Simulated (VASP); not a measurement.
Write the native input for VASP 6.6.1 that does the following.

```yaml
Task: single point
Functional: PBE
Potentials_or_basis: VASP PAW PBE potentials, release 64 (Sn_d, Bi_d, O)
Cutoff: 520 eV
k_mesh: 4 × 4 × 2
Occupations: gaussian, width 0.2 eV
Spin: no spin polarisation
Dipole_correction: no
Further_INCAR_settings: ALGO = Normal; EDIFF = 1e-07; NBANDS = 56
```

The structure of Sn2Bi3O3 lies in POSCAR:

```
Sn2Bi3O3
1.0
    4.5595250780      0.0000000000      0.0000000000
    0.0000000000      4.4517493650      0.0000000000
    0.0000000000      0.0000000000      7.9593592914
Sn Bi O
2 3 3
Direct
    0.0000000000      0.0000000000      0.6985673587
    0.0000000000      0.0000000000      0.3014326413
    0.5000000000      0.5000000000      0.6988506806
    0.5000000000      0.5000000000      0.3011493194
    0.0000000000      0.5000000000      0.0000000000
    0.0000000000      0.5000000000      0.5000000000
    0.5000000000      0.0000000000      0.0000000000
    0.5000000000      0.0000000000      0.5000000000
```

One way to write it, as run:

INCAR

```
SYSTEM = Sn2Bi3O3
PREC = Accurate
ENCUT = 520
EDIFF = 1E-7
ISMEAR = 0
SIGMA = 0.2
LREAL = .False.
LASPH = .True.
NELM = 100
ALGO = Normal
ISIF = 2
LWAVE = .False.
LCHARG = .False.
GGA = PE
NBANDS = 56
```

KPOINTS

```
Automatic mesh
0
Gamma
  4 4 2
  0 0 0
```

Potentials or basis: VASP PAW PBE potentials, release 64 (Sn_d, Bi_d, O).

Launch:

```console
$ cat potpaw_PBE.64/Sn_d/POTCAR potpaw_PBE.64/Bi_d/POTCAR potpaw_PBE.64/O/POTCAR > POTCAR
$ mpirun -np 1 vasp_std > vasp.out
```

It gave:

```json
{"Pressure": "-0.2 GPa", "Largest force": "0.075 eV/Å"}
```

Caveat: the k points lie up to 0.39 Å⁻¹ apart; an odd number of electrons without spin polarisation forces a metal; a magnetic or distorted state may lie lower.

It took 84 s on 1 thread of Intel(R) Xeon(R) 6975P-C (Granite Rapids), on a shared host, peak memory 0.34 GiB.
